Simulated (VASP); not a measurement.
MgS:

```
CELL_PARAMETERS angstrom
3.25027 0.00000 0.00000
-1.62513 2.81481 0.00000
0.00000 0.00000 5.01489
ATOMIC_POSITIONS crystal
Mg 0.00000 0.00000 0.99076
S 0.00000 0.00000 0.59548
```

The cell was generated, and may not be a known phase.

- Program: VASP 6.6.1
- Task: relaxation of cell and atoms
- Functional: PBE
- Potentials or basis: VASP PAW PBE potentials, release 64 (Mg_sv, S)
- Cutoff: 840 eV
- k mesh: 6 × 6 × 4
- Occupations: gaussian, width 0.1 eV
- Spin: no spin polarisation

At the start: pressure 12.0 GPa; volume 22.94 Å³/atom.

Question: How do energy, volume and symmetry change on relaxing?

Answer: Over 31 steps the energy falls by 1001.1 meV/atom and the volume is 36.70 Å³/atom (+60.0 %); space group P6mm (No. 183, to 0.1 Å) before, P6/mmm (No. 191, to 0.1 Å).

Step by step:
```
step  energy change (eV)  largest force (eV/Å)  pressure (GPa)  volume (Å³)
   1              0.0000                5.9036           12.04        45.88
   2             -0.3493                0.0764           -7.64        57.81
   3             -0.4674                0.0364           -7.40        55.97
   4             -0.5804                0.0846           -6.95        54.33
   5             -0.8110                0.4998           -3.39        50.04
   6             -0.8035                1.0612           -1.49        48.97
   7             -0.8147                0.6636           -2.80        49.67
   8             -0.8147                0.7014           -2.68        49.59
   9             -0.9321                0.8789           -1.47        47.33
  10             -1.0655                0.1680            8.19        40.80
  11             -1.0672                0.8977            2.81        43.48
  12             -1.0857                0.7259            4.47        42.41
  13             -1.1501                0.0247            5.26        42.77
  14             -1.1614                0.5326            6.06        42.98
  15             -1.2401                0.8646            4.55        45.55
  16             -1.3823                1.6106            2.28        51.69
  17             -1.4509                3.4944            1.39        65.14
  18             -1.5033                3.4052            0.97        67.23
  19             -1.6211                3.1327           -0.30        73.68
  20             -1.5843                2.5995           -4.14        87.43
  21             -1.6595                2.9623           -1.27        77.84
  22             -1.6646                2.8827           -1.80        79.88
  23             -1.7583                2.4198           -1.86        78.92
  24             -1.9502                1.0171           -1.54        76.06
  25             -1.8253                2.7572            2.12        70.57
  26             -1.9936                0.1559           -0.94        74.42
  27             -1.9962                0.1405           -0.69        73.93
  28             -2.0012                0.1370           -0.13        73.45
  29             -2.0016                0.1352            0.12        73.27
  30             -2.0020                0.0677            0.10        73.33
  31             -2.0022                0.0080            0.09        73.41
```

Final structure:
```cif
data_structure
_symmetry_space_group_name_H-M 'P 1'
_symmetry_Int_Tables_number 1
_cell_length_a 4.3741
_cell_length_b 4.3741
_cell_length_c 4.4302
_cell_angle_alpha 90.000
_cell_angle_beta 90.000
_cell_angle_gamma 120.000
_cell_volume 73.41
loop_
_atom_site_label
_atom_site_type_symbol
_atom_site_fract_x
_atom_site_fract_y
_atom_site_fract_z
_atom_site_occupancy
Mg1 Mg 0.00000 0.00000 0.04317 1
S1 S 0.00000 0.00000 0.54308 1
```

Caveat: the volume moved by over 15 % at a fixed basis, so the end points are rough.
